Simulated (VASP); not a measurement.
**SnO2: single point with LDA**

Crystal: SnO2.

```xyz
6
Lattice="4.7223 0.0000 0.0000 0.0000 4.7229 0.0000 0.0000 0.0000 3.1904" Properties=species:S:1:pos:R:3 pbc="T T T"
Sn    2.3611    2.3614    1.5952
Sn    0.0000    0.0000    0.0000
O     1.4449    1.5073    0.0000
O     3.8061    0.8541    1.5952
O     0.9162    3.8688    1.5952
O     3.2773    3.2155    0.0000
```

This cell differs from its parent crystal: atoms shifted along a free coordinate.

* Program: VASP 6.6.1
* Task: single point
* Functional: LDA
* Potentials or basis: VASP PAW LDA potentials, release 64 (Sn_d, O)
* Cutoff: 520 eV
* k mesh: 6 × 6 × 8
* Occupations: gaussian, width 0.05 eV
* Spin: no spin polarisation

```json
{
  "Pressure": "2.9 GPa",
  "Largest force": "1.070 eV/Å",
  "Band gap on the k mesh": "1.33 eV"
}
```

Forces in eV/Å, atoms in the order of the input:
```
Sn   0.000  0.000  0.000
Sn   0.000  0.000  0.000
O   -0.749 -0.764  0.000
O   -0.749  0.764  0.000
O    0.749 -0.764  0.000
O    0.749  0.764  0.000
```

Stress tensor (GPa, compression positive):
```
2.04 0.00 0.00
0.00 1.70 0.00
0.00 0.00 4.85
```

Levels at points of the mesh, in eV from the valence-band top:
```
           k point  band 23  band 24  band 25  band 26  band 27  band 28  band 29  band 30
(0.00, 0.00, 0.00)    -1.19    -0.77    -0.75     0.00     1.33     5.75     6.17     6.21
(0.50, 0.00, 0.00)    -1.19    -1.19    -0.62    -0.62     4.34     4.34     6.65     6.65
(0.00, 0.50, 0.00)    -1.19    -1.19    -0.71    -0.71     4.41     4.41     6.88     6.88
(0.50, 0.50, 0.00)    -1.30    -1.30    -0.88    -0.88     4.62     4.62     7.26     7.26
(0.00, 0.00, 0.50)    -1.68    -1.68    -1.29    -1.29     6.27     6.27     9.59     9.59
(0.50, 0.00, 0.50)    -1.08    -1.08    -0.67    -0.67     6.57     6.57     7.94     7.94
(0.00, 0.50, 0.50)    -1.15    -1.15    -0.62    -0.62     6.53     6.53     7.84     7.84
(0.50, 0.50, 0.50)    -1.06    -1.06    -0.82    -0.82     5.13     5.13     8.46     8.46
```

Wall time 3.2 min on 1 thread of Intel Xeon 8259CL, on a shared host, peak memory 0.26 GiB.

Caveat: the cell differs from its parent crystal (atoms shifted along a free coordinate); spin-orbit coupling is left out, which moves the levels of the heavy elements; forces of over 1 eV/Å act on the atoms, so gaps and moduli don't describe the material at rest.
